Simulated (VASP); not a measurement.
BaCu3:

```
CELL_PARAMETERS angstrom
4.44997 0.00000 0.00000
0.00000 4.44997 0.00000
0.00000 0.00000 4.44997
ATOMIC_POSITIONS crystal
Ba 0.00000 0.00000 0.00000
Cu 0.00000 0.50000 0.50000
Cu 0.50000 0.50000 0.00000
Cu 0.50000 0.00000 0.50000
```

Base run:

* Program: VASP 6.6.1
* Functional: PBE
* Potentials or basis: VASP PAW PBE potentials, release 64 (Ba_sv, Cu)
* Cutoff: 520 eV
* k mesh: 8 × 8 × 8
* Occupations: gaussian, width 0.05 eV
* Spin: no spin polarisation

Its results: band gap on the k mesh zero (an odd number of electrons rules out a gap without spin polarisation); pressure 0.8 GPa.

The run is repeated on the same cell with these changes: functional from PBE to r2SCAN; further incar settings from ALGO = Fast; EDIFF = 1e-06; NBANDS = 30 to ALGO = Normal; EDIFF = 1e-06; NBANDS = 30. What comes out?

Band gap on the k mesh zero (an odd number of electrons rules out a gap without spin polarisation); pressure -0.3 GPa.

Caveats: spin-orbit coupling is left out, which moves the levels of the heavy elements; the PAW data sets were made with another functional, which shifts forces and pressure a little (at least some runs).
